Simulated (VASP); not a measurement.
# Bi2Te2O (P6/mmm) in VASP: notebook

The runs below take Bi2Te2O through single point, with PBE.

All numbers are computed with VASP 6.6.1; they aren't measurements. Logs are shortened: lines on timing, memory, paths and dates and some standing lists are left out, and cuts for length are marked.

### 1 The cell of the first run

Symmetry: P6/mmm, No. 191, hexagonal system. Conventional cell: a = 5.152 Å, b = 5.152 Å, c = 6.516 Å, α = 90.00°, β = 90.00°, γ = 120.00°. Bi (site symmetry -6m2) has 3 Bi at 2.97 Å and 2 Te at 3.26 Å within 3.9 Å. Within 3.9 Å of Te (site symmetry -6m2) lie 3 Te at 2.97 Å and 3 O at 2.97 Å and 2 Bi at 3.26 Å. Within 3.9 Å of O (site symmetry 6/mmm) lie 6 Te at 2.97 Å.

### 2 Single point, PBE

Input file INCAR:

```
ALGO     = Normal         # electronic algorithm
EDIFF    = 1E-6           # SCF threshold, eV
ENCUT    = 520            # plane-wave cutoff, eV
GGA      = PE             # functional
ISIF     = 2              # what is computed and relaxed
ISMEAR   = 0              # smearing method
LASPH    = T              # aspherical terms in the spheres
LCHARG   = F              # write CHGCAR
LREAL    = F              # projectors in reciprocal space
LWAVE    = F              # write WAVECAR
NBANDS   = 32             # bands
NELM     = 100            # most SCF steps
PREC     = Accurate       # precision mode
SIGMA    = 0.1            # smearing width, eV
```

Input file KPOINTS:

```
k-points
0
Gamma
  3 3 4
```

Input file POSCAR:

```
Bi2Te2O
1.0
    5.1518952688      0.0000000025      0.0000000000
   -2.5759476366      4.4616721792      0.0000000000
    0.0000000000      0.0000000000      6.5158794292
Bi Te O
2 2 1
Direct
    0.3333333333      0.6666666667      0.5000000000
    0.6666666667      0.3333333333      0.5000000000
    0.3333333333      0.6666666667      0.0000000000
    0.6666666667      0.3333333333      0.0000000000
    0.0000000000      0.0000000000      0.0000000000
```

Potentials or basis: VASP PAW PBE potentials, release 64 (Bi_d, Te, O).

Started as:

```sh
> cat potpaw_PBE.64/Bi_d/POTCAR potpaw_PBE.64/Te/POTCAR potpaw_PBE.64/O/POTCAR > POTCAR
> mpirun -np 1 vasp_std > vasp.out
```

OUTCAR:

```text
EDIFF = 1E-6
   ENCUT = 520
   GGA = PE
   ISIF = 2
   ISMEAR = 0
   LASPH = T
   LREAL = F
   NELM = 100
   PREC = Accurate

 ion  position               nearest neighbor table
   1  0.333  0.667  0.500-   2 2.97   2 2.97   2 2.97   3 3.26   3 3.26
   2  0.667  0.333  0.500-   1 2.97   1 2.97   1 2.97   4 3.26   4 3.26
   3  0.333  0.667  0.000-   4 2.97   4 2.97   4 2.97   1 3.26   1 3.26
   4  0.667  0.333  0.000-   3 2.97   3 2.97   3 2.97   2 3.26   2 3.26
   5  0.000  0.000  0.000-

  LATTYP: Found a hexagonal cell.
 ALAT       =     5.1518952688
 C/A-ratio  =     1.2647538603

  Lattice vectors:

 A1 = (   5.1518952688,   0.0000000025,   0.0000000000)
 A2 = (  -2.5759476366,   4.4616721792,   0.0000000000)
 A3 = (   0.0000000000,   0.0000000000,   6.5158794292)

Analysis of symmetry for initial positions (statically):
=====================================================================
 Subroutine PRICEL returns:
 Original cell was already a primitive cell.

 Routine SETGRP: Setting up the symmetry group for a
 hexagonal supercell.

 Subroutine GETGRP returns: Found 24 space group operations
 (whereof 24 operations were pure point group operations)
 out of a pool of 24 trial point group operations.

The static configuration has the point symmetry D_6h.

Analysis of symmetry for dynamics (positions and initial velocities):
=====================================================================
 Subroutine PRICEL returns:
 Original cell was already a primitive cell.

 Routine SETGRP: Setting up the symmetry group for a
 hexagonal supercell.

 Subroutine GETGRP returns: Found 24 space group operations
 (whereof 24 operations were pure point group operations)
 out of a pool of 24 trial point group operations.

The dynamic configuration has the point symmetry D_6h.

 Subroutine INISYM returns: Found 24 space group operations
 (whereof 24 operations are pure point group operations),
 and found     1 'primitive' translations

----------------------------------------------------------------------------------------

                                     Primitive cell

  volume of cell :     149.7744

  direct lattice vectors                    reciprocal lattice vectors
     5.151895269  0.000000003  0.000000000     0.194103325  0.112065607  0.000000000
    -2.575947637  4.461672179  0.000000000    -0.000000000  0.224131213  0.000000000
     0.000000000  0.000000000  6.515879429     0.000000000  0.000000000  0.153471225

  length of vectors
     5.151895269  5.151895269  6.515879429     0.224131213  0.224131213  0.153471225

  position of ions in fractional coordinates (direct lattice)
     0.333333333  0.666666667  0.500000000
     0.666666667  0.333333333  0.500000000
     0.333333333  0.666666667  0.000000000
     0.666666667  0.333333333  0.000000000
     0.000000000  0.000000000  0.000000000

  ion indices of the primitive-cell ions
   primitive index   ion index
                 1           1
                 2           2
                 3           3
                 4           4
                 5           5

----------------------------------------------------------------------------------------

 KPOINTS: k-points

Automatic generation of k-mesh.
 Grid dimensions read from file:
 generate k-points for:    3    3    4

 Generating k-lattice:

  Cartesian coordinates                     Fractional coordinates (reciprocal lattice)
     0.064701108  0.037355202  0.000000000     0.333333333  0.000000000  0.000000000
    -0.000000000  0.074710404  0.000000000     0.000000000  0.333333333  0.000000000
     0.000000000  0.000000000  0.038367806     0.000000000  0.000000000  0.250000000

  Length of vectors
     0.074710404  0.074710404  0.038367806

  Shift w.r.t. Gamma in fractional coordinates (k-lattice)
     0.000000000  0.000000000  0.000000000

 Subroutine IBZKPT returns following result:
 ===========================================

 Found      9 irreducible k-points:

 Following reciprocal coordinates:
            Coordinates               Weight
  0.000000  0.000000  0.000000      1.000000
  0.333333  0.000000  0.000000      6.000000
  0.333333  0.333333  0.000000      2.000000
  0.000000  0.000000  0.250000      2.000000
  0.333333  0.000000  0.250000     12.000000
  0.333333  0.333333  0.250000      4.000000
  0.000000  0.000000  0.500000      1.000000
  0.333333  0.000000  0.500000      6.000000
  0.333333  0.333333  0.500000      2.000000
   k-points           NKPTS =      9   k-points in BZ     NKDIM =      9   number of bands    NBANDS=     32
   number of dos      NEDOS =    301   number of ions     NIONS =      5
   total plane-waves  NPLWV =  76800
   dimension x,y,z NGX =    40 NGY =   40 NGZ =   48
   dimension x,y,z NGXF=    80 NGYF=   80 NGZF=   96
   ions per type =               2   2   1
   NGX,Y,Z   is equivalent  to a cutoff of  12.91, 12.91, 12.25 a.u.
   NGXF,Y,Z  is equivalent  to a cutoff of  25.82, 25.82, 24.49 a.u.
 SYSTEM =  unknown system
   PREC   = accura    normal or accurate (medium, high low for compatibility)
   ISTART =      0    job   : 0-new  1-cont  2-samecut
   ICHARG =      2    charge: 1-file 2-atom 10-const
   ISPIN  =      1    spin polarized calculation?
   LNONCOLLINEAR =      F non collinear calculations
   LSORBIT =      F    spin-orbit coupling
   LASPH  =      T    aspherical Exc in radial PAW
   ENCUT  =  520.0 eV  38.22 Ry    6.18 a.u.   9.58  9.58 12.12*2*pi/ulx,y,z
   NELM   =    100;   NELMIN=  2; NELMDL= -5     # of ELM steps
   EDIFF  = 0.1E-05   stopping-criterion for ELM
   LREAL  =      F    real-space projection
   EDIFFG = 0.1E-04   stopping-criterion for IOM
   NSW    =      0    number of steps for IOM
   IBRION =     -1    ionic relax: 0-MD 1-quasi-New 2-CG
   NFREE  =      0    steps in history (QN), initial steepest desc. (CG)
   ISIF   =      2    stress and relaxation
   ISYM   =      2    0-nonsym 1-usesym 2-fastsym
   POTIM  = 0.5000    time-step for ionic-motion
   TEBEG  =    0.0;   TEEND  =   0.0 temperature during run
   PSTRESS=    0.0 pullay stress
   NELECT =      48.0000    total number of electrons
   NUPDOWN=      -1.0000    fix difference up-down
   EMIN   =  10.00;   EMAX   =-10.00  energy-range for DOS
   EFERMI =   0.00;   METHOD = LEGACY
   ISMEAR =     0;   SIGMA  =   0.10  broadening in eV -4-tet -1-fermi 0-gaus
   EFERMI_NEDOS =   21; number of points for ismear=-14 and -15
   IALGO  =     38    algorithm
   IMIX   =      4    mixing-type and parameters
     AMIX     =   0.40;   BMIX     =  1.00
     AMIX_MAG =   1.60;   BMIX_MAG =  1.00
  volume/ion in A,a.u.               =      29.95       202.15
  Fermi-wavevector in a.u.,A,eV,Ry     =   1.120321  2.117101 17.076948  1.255120
  Thomas-Fermi vector in A             =   2.256967
   LORBIT       =      0    0 simple, 1 ext, 2 COOP (PROOUT), +10 PAW based schemes
   GGA     = PE    functional components
   LHFCALC =     F    Hartree Fock is set to
   AEXX    =    0.0000 exact exchange contribution
   IVDW    =     0    specifies the selected vdW correction
   LEPSILON=     F    determine dielectric tensor
   LRPA    =     F    only Hartree local field effects (RPA)
 non-spin polarized calculation
 Gauss-broadening in eV      SIGMA  =   0.10
  energy-cutoff  :      520.00
  volume of cell :      149.77
 maximum number of plane-waves:      4062
 NGX is ok and might be reduce to    40
   NGX = 19   NGY = 19   NGZ = 25

 number of electron      47.9999991 magnetization

 Free energy of the ion-electron system (eV)
  ---------------------------------------------------
  ext. energy  EPLUGINS =         0.00000000
  ---------------------------------------------------
  free energy    TOTEN  =       -17.46552676 eV

  energy without entropy =      -17.44834999  energy(sigma->0) =      -17.45693837

 E-fermi :   5.9832     XC(G=0):  -9.2115

 val. band max:        5.8698844293   @ k =   0.0000   0.0000   0.2500
 cond. band min:       6.0069805893   @ k =   0.3333   0.3333   0.0000
 fundamental gap:      0.1370961600
 Fermi energy:         5.9831634623

 k-point     1 :       0.0000    0.0000    0.0000
  band No.  band energies     occupation
      1     -17.7786      2.00000
      2     -17.7587      2.00000
      3     -17.7587      2.00000
      4     -17.6952      2.00000
      5     -17.6952      2.00000
      6     -17.5575      2.00000
[... 24 lines left out ...]
     31      10.3848      0.00000
     32      10.3848      0.00000

 k-point     2 :       0.3333    0.0000    0.0000
  band No.  band energies     occupation
      1     -17.8447      2.00000
      2     -17.8417      2.00000
      3     -17.7644      2.00000
      4     -17.7041      2.00000
      5     -17.6707      2.00000
      6     -17.5740      2.00000
[... 24 lines left out ...]
     31       9.7857      0.00000
     32      10.8435      0.00000

 k-point     3 :       0.3333    0.3333    0.0000
  band No.  band energies     occupation
      1     -17.9141      2.00000
      2     -17.7922      2.00000
      3     -17.7922      2.00000
      4     -17.7128      2.00000
      5     -17.6226      2.00000
      6     -17.6226      2.00000
[... 24 lines left out ...]
     31      10.2967      0.00000
     32      12.0550      0.00000

 k-point     4 :       0.0000    0.0000    0.2500
  band No.  band energies     occupation
      1     -17.7783      2.00000
      2     -17.7587      2.00000
      3     -17.7587      2.00000
      4     -17.6953      2.00000
      5     -17.6953      2.00000
      6     -17.5575      2.00000
[... 24 lines left out ...]
     31      10.4554      0.00000
     32      11.0220      0.00000

 k-point     5 :       0.3333    0.0000    0.2500
  band No.  band energies     occupation
      1     -17.8447      2.00000
      2     -17.8417      2.00000
      3     -17.7643      2.00000
      4     -17.7042      2.00000
      5     -17.6708      2.00000
      6     -17.5740      2.00000
[... 24 lines left out ...]
     31      10.3630      0.00000
     32      11.2827      0.00000

 k-point     6 :       0.3333    0.3333    0.2500
  band No.  band energies     occupation
      1     -17.9141      2.00000
      2     -17.7921      2.00000
      3     -17.7921      2.00000
      4     -17.7129      2.00000
      5     -17.6227      2.00000
      6     -17.6227      2.00000
[... 24 lines left out ...]
     31      10.5521      0.00000
     32      11.8795      0.00000

 k-point     7 :       0.0000    0.0000    0.5000
  band No.  band energies     occupation
      1     -17.7779      2.00000
      2     -17.7587      2.00000
      3     -17.7587      2.00000
      4     -17.6953      2.00000
      5     -17.6953      2.00000
      6     -17.5575      2.00000
[... 24 lines left out ...]
     31      10.6655      0.00000
     32      12.3295      0.00000

 k-point     8 :       0.3333    0.0000    0.5000
  band No.  band energies     occupation
      1     -17.8447      2.00000
      2     -17.8417      2.00000
      3     -17.7641      2.00000
      4     -17.7042      2.00000
      5     -17.6709      2.00000
      6     -17.5740      2.00000
[... 24 lines left out ...]
     31      11.7092      0.00000
     32      12.2660      0.00000

 k-point     9 :       0.3333    0.3333    0.5000
  band No.  band energies     occupation
      1     -17.9141      2.00000
      2     -17.7921      2.00000
      3     -17.7921      2.00000
      4     -17.7130      2.00000
      5     -17.6227      2.00000
      6     -17.6227      2.00000
[... 24 lines left out ...]
     31      10.7803      0.00000
     32      11.5464      0.00000

------------------------ aborting loop because EDIFF is reached ----------------------------------------

  FORCE on cell =-STRESS in cart. coord.  units (eV):
  Direction    XX          YY          ZZ          XY          YZ          ZX
  --------------------------------------------------------------------------------------
  -------------------------------------------------------------------------------------
  Total       -0.1048270     -0.1048270      0.2089596      0.0000000      0.0000000      0.0000000
  in kB       -1.1213626     -1.1213626      2.2352962      0.0000000      0.0000000      0.0000000
  external PRESSURE =      -0.0024763 kB  Pullay stress =       0.0000000 kB

 VOLUME and BASIS-vectors are now :
 -----------------------------------------------------------------------------
  energy-cutoff  :      520.00
  volume of cell :      149.77
      direct lattice vectors                 reciprocal lattice vectors
     5.151895269  0.000000003  0.000000000     0.194103325  0.112065607  0.000000000
    -2.575947637  4.461672179  0.000000000    -0.000000000  0.224131213  0.000000000
     0.000000000  0.000000000  6.515879429     0.000000000  0.000000000  0.153471225

 POSITION                                       TOTAL-FORCE (eV/Angst)
 -----------------------------------------------------------------------------------
     -0.00000      2.97445      3.25794         0.000000      0.000000      0.000000
      2.57595      1.48722      3.25794         0.000000     -0.000000      0.000000
     -0.00000      2.97445      0.00000         0.000000      0.000000      0.000000
      2.57595      1.48722      0.00000        -0.000000      0.000000      0.000000
      0.00000      0.00000      0.00000         0.000000      0.000000      0.000000
 -----------------------------------------------------------------------------------
    total drift:                               -0.000000      0.000000      0.000000

  FREE ENERGIE OF THE ION-ELECTRON SYSTEM (eV)
  ---------------------------------------------------
  free  energy   TOTEN  =       -17.4655267586 eV

  energy  without entropy=      -17.4483499856  energy(sigma->0) =      -17.45693837
```

It took 51 s on 1 thread of Intel Xeon Platinum 8375C at 2.90GHz (Ice Lake), shared host; peak memory 0.27 GiB.

Results:

```yaml
Free_energy: -17.4655 eV
Pressure: 0.0 GPa
Band_gap_on_the_k_mesh: zero (band 24 reaches 6.05 eV, above the bottom of band 25 at 5.49 eV)
```

Stress tensor (GPa, compression positive):
```
-0.11  0.00  0.00
 0.00 -0.11  0.00
 0.00  0.00  0.22
```

Levels at points of the mesh, in eV from the Fermi level:
```csv
k point,band 22,band 23,band 24,band 25,band 26,band 27
"(0.00, 0.00, 0.00)",-2.76,-2.46,-0.61,0.93,0.93,1.32
"(0.00, 0.00, 0.50)",-2.72,-2.68,-0.46,-0.17,0.88,0.88
```

Caveat: the k points lie up to 0.47 Å⁻¹ apart; spin-orbit coupling is left out, which moves the levels of the heavy elements.

[end of part 1 of 2]
